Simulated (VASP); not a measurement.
# Ir2Rh (P6_3/mmc) in VASP: single point with PBE

Aim: the single point of Ir2Rh with PBE.

Everything below comes from runs of VASP 6.6.1. Logs are shortened: lines on timing, memory, paths and dates and some standing lists are left out, and cuts for length are marked.

## Step 1: The cell of the first run

The structure is hexagonal, space group P6_3/mmc (No. 194). Conventional cell: a = 2.740 Å, b = 2.740 Å, c = 13.288 Å, α = 90.00°, β = 90.00°, γ = 120.00°. Within 3.6 Å of Ir (site symmetry 3m) lie 9 Ir at 2.71 to 2.74 Å and 3 Rh at 2.73 Å. Rh (site symmetry -6m2) has 6 Ir at 2.73 Å and 6 Rh at 2.74 Å within 3.6 Å.

## Step 2: Single point, PBE

Contents of INCAR:

```
SYSTEM = Ir2Rh
PREC = Accurate ; ENCUT = 520
EDIFF = 1E-6 ; ISMEAR = 0
SIGMA = 0.2 ; LREAL = .FALSE.
LASPH = .TRUE. ; NELM = 60
ALGO = Fast ; ISIF = 2
LWAVE = .FALSE. ; LCHARG = .FALSE.
GGA = PE ; NBANDS = 78
```

Contents of KPOINTS:

```
Automatic mesh
0
G
  8 6 2
  0 0 0
```

Contents of POSCAR:

```
Ir2Rh
1.0
    2.7398386905      0.0000000289      0.0000000000
   -0.0000000500      4.7455398165      0.0000000000
    0.0000000000      0.0000000000     13.2879006000
Ir Rh
8 4
Direct
    1.0000000000      0.3333333333      0.0829100000
    0.5000000000      0.8333333333      0.0829100000
    1.0000000000      0.3333333333      0.4170900000
    0.5000000000      0.8333333333      0.4170900000
    0.5000000000      0.1666666667      0.5829100000
    0.0000000000      0.6666666667      0.5829100000
    0.5000000000      0.1666666667      0.9170900000
    0.0000000000      0.6666666667      0.9170900000
    1.0000000000      0.3333333333      0.7500000000
    0.5000000000      0.8333333333      0.7500000000
    0.5000000000      0.1666666667      0.2500000000
    0.0000000000      0.6666666667      0.2500000000
```

Potentials or basis: VASP PAW PBE potentials, release 64 (Ir, Rh_pv).

Started as:

```console
$ cat potpaw_PBE.64/Ir/POTCAR potpaw_PBE.64/Rh_pv/POTCAR > POTCAR
$ mpirun -np 1 vasp_std > vasp.out
```

OUTCAR:

```text
SYSTEM = Ir2Rh
   PREC = Accurate
   ENCUT = 520
   EDIFF = 1E-6
   ISMEAR = 0
   LREAL = .FALSE.
   LASPH = .TRUE.
   NELM = 60
   ISIF = 2
   GGA = PE

 ion  position               nearest neighbor table
   1  0.000  0.333  0.083-   7 2.71   7 2.71   8 2.71  11 2.73  11 2.73  12 2.73   2 2.74   2 2.74
                             2 2.74   2 2.74
   2  0.500  0.833  0.083-   8 2.71   8 2.71   7 2.71  12 2.73  12 2.73  11 2.73   1 2.74   1 2.74
                             1 2.74   1 2.74
   3  0.000  0.333  0.417-   5 2.71   5 2.71   6 2.71  11 2.73  11 2.73  12 2.73   4 2.74   4 2.74
                             4 2.74   4 2.74
   4  0.500  0.833  0.417-   6 2.71   6 2.71   5 2.71  12 2.73  12 2.73  11 2.73   3 2.74   3 2.74
                             3 2.74   3 2.74
   5  0.500  0.167  0.583-   3 2.71   3 2.71   4 2.71   9 2.73   9 2.73  10 2.73   6 2.74   6 2.74
                             6 2.74   6 2.74
   6  0.000  0.667  0.583-   4 2.71   4 2.71   3 2.71  10 2.73  10 2.73   9 2.73   5 2.74   5 2.74
                             5 2.74   5 2.74
   7  0.500  0.167  0.917-   1 2.71   1 2.71   2 2.71   9 2.73   9 2.73  10 2.73   8 2.74   8 2.74
                             8 2.74   8 2.74
   8  0.000  0.667  0.917-   2 2.71   2 2.71   1 2.71  10 2.73  10 2.73   9 2.73   7 2.74   7 2.74
                             7 2.74   7 2.74
   9  0.000  0.333  0.750-   5 2.73   7 2.73   5 2.73   7 2.73   6 2.73   8 2.73  10 2.74  10 2.74
                            10 2.74  10 2.74
  10  0.500  0.833  0.750-   6 2.73   8 2.73   6 2.73   8 2.73   7 2.73   5 2.73   9 2.74   9 2.74
                             9 2.74   9 2.74
  11  0.500  0.167  0.250-   1 2.73   3 2.73   1 2.73   3 2.73   2 2.73   4 2.73  12 2.74  12 2.74
                            12 2.74  12 2.74
  12  0.000  0.667  0.250-   2 2.73   4 2.73   2 2.73   4 2.73   3 2.73   1 2.73  11 2.74  11 2.74
                            11 2.74  11 2.74

  LATTYP: Found a simple orthorhombic cell.
 ALAT       =     2.7398386905
 B/A-ratio  =     1.7320508076
 C/A-ratio  =     4.8498842819

  Lattice vectors:

 A1 = (   2.7398386905,   0.0000000289,   0.0000000000)
 A2 = (  -0.0000000500,   4.7455398165,   0.0000000000)
 A3 = (   0.0000000000,   0.0000000000,  13.2879006000)

Analysis of symmetry for initial positions (statically):
=====================================================================
 Subroutine PRICEL returns following result:

  LATTYP: Found a hexagonal cell.
 ALAT       =     2.7398386905
 C/A-ratio  =     4.8498842819

  Lattice vectors:

 A1 = (  -2.7398386905,  -0.0000000289,   0.0000000000)
 A2 = (   1.3699193702,  -2.3727698938,   0.0000000000)
 A3 = (   0.0000000000,   0.0000000000,  13.2879006000)

   2 primitive cells build up your supercell.

 Routine SETGRP: Setting up the symmetry group for a
 simple orthorhombic supercell.

 Subroutine GETGRP returns: Found  8 space group operations
 (whereof  4 operations were pure point group operations)
 out of a pool of  8 trial point group operations.

The static configuration has the point symmetry C_2h.
 The point group associated with its full space group is D_2h.

Analysis of symmetry for dynamics (positions and initial velocities):
=====================================================================
 Subroutine PRICEL returns following result:

  LATTYP: Found a hexagonal cell.
 ALAT       =     2.7398386905
 C/A-ratio  =     4.8498842819

  Lattice vectors:

 A1 = (  -2.7398386905,  -0.0000000289,   0.0000000000)
 A2 = (   1.3699193702,  -2.3727698938,   0.0000000000)
 A3 = (   0.0000000000,   0.0000000000,  13.2879006000)

   2 primitive cells build up your supercell.

 Routine SETGRP: Setting up the symmetry group for a
 simple orthorhombic supercell.

 Subroutine GETGRP returns: Found  8 space group operations
 (whereof  4 operations were pure point group operations)
 out of a pool of  8 trial point group operations.

The dynamic configuration has the point symmetry C_2h.
[... 26 lines left out ...]
     0.333333333  0.666666667  0.250000000

  ion indices of the primitive-cell ions
   primitive index   ion index
                 1           1
                 2           3
                 3           6
                 4           8
                 5           9
                 6          12

----------------------------------------------------------------------------------------

 KPOINTS: Automatic mesh

Automatic generation of k-mesh.
 Grid dimensions read from file:
 generate k-points for:    8    6    2

 Generating k-lattice:

  Cartesian coordinates                     Fractional coordinates (reciprocal lattice)
     0.045623124  0.000000000  0.000000000     0.125000000 -0.000000000  0.000000000
    -0.000000000  0.035120697  0.000000000     0.000000000  0.166666667  0.000000000
     0.000000000  0.000000000  0.037628216     0.000000000  0.000000000  0.500000000

  Length of vectors
     0.045623124  0.035120697  0.037628216

  Shift w.r.t. Gamma in fractional coordinates (k-lattice)
     0.000000000  0.000000000  0.000000000

 Subroutine IBZKPT returns following result:
 ===========================================

 Found     40 irreducible k-points:

 Following reciprocal coordinates:
            Coordinates               Weight
  0.000000  0.000000  0.000000      1.000000
  0.125000  0.000000  0.000000      2.000000
  0.250000  0.000000  0.000000      2.000000
  0.375000 -0.000000  0.000000      2.000000
  0.500000  0.000000  0.000000      1.000000
 -0.000000  0.166667  0.000000      2.000000
[... 16 lines left out ...]
  0.250000  0.000000  0.500000      2.000000
  0.375000 -0.000000  0.500000      2.000000
 [... further k-points ...]
   k-points           NKPTS =     40   k-points in BZ     NKDIM =     40   number of bands    NBANDS=     78
   number of dos      NEDOS =    301   number of ions     NIONS =     12
   total plane-waves  NPLWV =  72000
   dimension x,y,z NGX =    20 NGY =   36 NGZ =  100
   dimension x,y,z NGXF=    40 NGYF=   72 NGZF=  200
   ions per type =               8   4
   NGX,Y,Z   is equivalent  to a cutoff of  12.14, 12.61, 12.51 a.u.
   NGXF,Y,Z  is equivalent  to a cutoff of  24.27, 25.22, 25.02 a.u.
 SYSTEM =  Ir2Rh
   PREC   = accura    normal or accurate (medium, high low for compatibility)
   ISTART =      0    job   : 0-new  1-cont  2-samecut
   ICHARG =      2    charge: 1-file 2-atom 10-const
   ISPIN  =      1    spin polarized calculation?
   LNONCOLLINEAR =      F non collinear calculations
   LSORBIT =      F    spin-orbit coupling
   LASPH  =      T    aspherical Exc in radial PAW
   ENCUT  =  520.0 eV  38.22 Ry    6.18 a.u.   5.09  8.82 24.71*2*pi/ulx,y,z
   NELM   =     60;   NELMIN=  2; NELMDL= -5     # of ELM steps
   EDIFF  = 0.1E-05   stopping-criterion for ELM
   LREAL  =      F    real-space projection
   EDIFFG = 0.1E-04   stopping-criterion for IOM
   NSW    =      0    number of steps for IOM
   IBRION =     -1    ionic relax: 0-MD 1-quasi-New 2-CG
   NFREE  =      0    steps in history (QN), initial steepest desc. (CG)
   ISIF   =      2    stress and relaxation
   ISYM   =      2    0-nonsym 1-usesym 2-fastsym
   POTIM  = 0.5000    time-step for ionic-motion
   TEBEG  =    0.0;   TEEND  =   0.0 temperature during run
   PSTRESS=    0.0 pullay stress
   NELECT =     132.0000    total number of electrons
   NUPDOWN=      -1.0000    fix difference up-down
   EMIN   =  10.00;   EMAX   =-10.00  energy-range for DOS
   EFERMI =   0.00;   METHOD = LEGACY
   ISMEAR =     0;   SIGMA  =   0.20  broadening in eV -4-tet -1-fermi 0-gaus
   EFERMI_NEDOS =   21; number of points for ismear=-14 and -15
   IALGO  =     68    algorithm
   IMIX   =      4    mixing-type and parameters
     AMIX     =   0.40;   BMIX     =  1.00
     AMIX_MAG =   1.60;   BMIX_MAG =  1.00
  volume/ion in A,a.u.               =      14.40        97.16
  Fermi-wavevector in a.u.,A,eV,Ry     =   1.496616  2.828195 30.475151  2.239860
  Thomas-Fermi vector in A             =   2.608610
   LORBIT       =      0    0 simple, 1 ext, 2 COOP (PROOUT), +10 PAW based schemes
   GGA     = PE    functional components
   LHFCALC =     F    Hartree Fock is set to
   AEXX    =    0.0000 exact exchange contribution
   IVDW    =     0    specifies the selected vdW correction
   LEPSILON=     F    determine dielectric tensor
   LRPA    =     F    only Hartree local field effects (RPA)
 non-spin polarized calculation
 RMM-DIIS sequential band-by-band and
 Gauss-broadening in eV      SIGMA  =   0.20
  energy-cutoff  :      520.00
  volume of cell :      172.77
 maximum number of plane-waves:      4688
   NGX = 11   NGY = 17   NGZ = 49

 number of electron     131.9999985 magnetization

 Free energy of the ion-electron system (eV)
  ---------------------------------------------------
  ext. energy  EPLUGINS =         0.00000000
  ---------------------------------------------------
  free energy    TOTEN  =       -99.43525899 eV

  energy without entropy =      -99.10021655  energy(sigma->0) =      -99.26773777

 E-fermi :  10.5137     XC(G=0): -13.8375

 val. band max:       10.5038826183   @ k =   0.3750   0.3333   0.0000
 cond. band min:      10.5145926342   @ k =   0.2500   0.1667   0.0000
 fundamental gap:      0.0107100159
 Fermi energy:        10.5137075805

 k-point     1 :       0.0000    0.0000    0.0000
  band No.  band energies     occupation
      1     -36.4612      2.00000
      2     -36.4611      2.00000
      3     -36.3335      2.00000
      4     -36.3333      2.00000
      5     -36.2699      2.00000
      6     -36.2699      2.00000
[... 1933 lines left out ...]
     77      15.1812      0.00000
     78      15.1812      0.00000

 [... further k-points ...]
[... 5 lines left out ...]
  --------------------------------------------------------------------------------------
  -------------------------------------------------------------------------------------
  Total        0.8894865      0.2479368      1.1962490      0.0000000      0.0000000      0.0000000
  in kB        8.2486514      2.2992414     11.0934133      0.0000001      0.0000000      0.0000000
  external PRESSURE =       7.2137687 kB  Pullay stress =       0.0000000 kB

 VOLUME and BASIS-vectors are now :
 -----------------------------------------------------------------------------
  energy-cutoff  :      520.00
  volume of cell :      172.77
      direct lattice vectors                 reciprocal lattice vectors
     2.739838691  0.000000029  0.000000000     0.364984991  0.000000004  0.000000000
    -0.000000050  4.745539817  0.000000000    -0.000000002  0.210724183  0.000000000
     0.000000000  0.000000000 13.287900600     0.000000000  0.000000000  0.075256433

 POSITION                                       TOTAL-FORCE (eV/Angst)
 -----------------------------------------------------------------------------------
     -0.00000      1.58185      1.10170         0.000000     -0.004272      0.050158
      1.36992      3.95462      1.10170         0.000000     -0.004272      0.050158
     -0.00000      1.58185      5.54225         0.000000     -0.004272     -0.050158
      1.36992      3.95462      5.54225         0.000000     -0.004272     -0.050158
      1.36992      0.79092      7.74565        -0.000000      0.004272      0.050158
     -0.00000      3.16369      7.74565        -0.000000      0.004272      0.050158
      1.36992      0.79092     12.18620        -0.000000      0.004272     -0.050158
     -0.00000      3.16369     12.18620        -0.000000      0.004272     -0.050158
     -0.00000      1.58185      9.96593         0.000000     -0.000684      0.000000
      1.36992      3.95462      9.96593         0.000000     -0.000684      0.000000
      1.36992      0.79092      3.32198        -0.000000      0.000684      0.000000
     -0.00000      3.16369      3.32198        -0.000000      0.000684     -0.000000
 -----------------------------------------------------------------------------------
    total drift:                               -0.000000      0.000000      0.000000

  FREE ENERGIE OF THE ION-ELECTRON SYSTEM (eV)
  ---------------------------------------------------
  free  energy   TOTEN  =       -99.4352589917 eV

  energy  without entropy=      -99.1002165546  energy(sigma->0) =      -99.26773777
```

Wall time 34 min (1 thread of Oxide Virtual Turin-like, shared host); peak memory 0.49 GiB.

What came out:

```yaml
Free_energy: -99.4353 eV
Pressure: 0.7 GPa
Largest_force: 0.050 eV/Å
Band_gap_on_the_k_mesh: zero (bands 66 and 67 overlap by 2.25 eV)
```

Forces in eV/Å, atoms in the order of the input:
```
Ir   0.000 -0.004  0.050
Ir   0.000 -0.004  0.050
Ir   0.000 -0.004 -0.050
Ir   0.000 -0.004 -0.050
Ir   0.000  0.004  0.050
Ir   0.000  0.004  0.050
Ir   0.000  0.004 -0.050
Ir   0.000  0.004 -0.050
Rh   0.000 -0.001  0.000
Rh   0.000 -0.001  0.000
Rh   0.000  0.001  0.000
Rh   0.000  0.001  0.000
```

Caveat: spin-orbit coupling is left out, which moves the levels of the heavy elements.
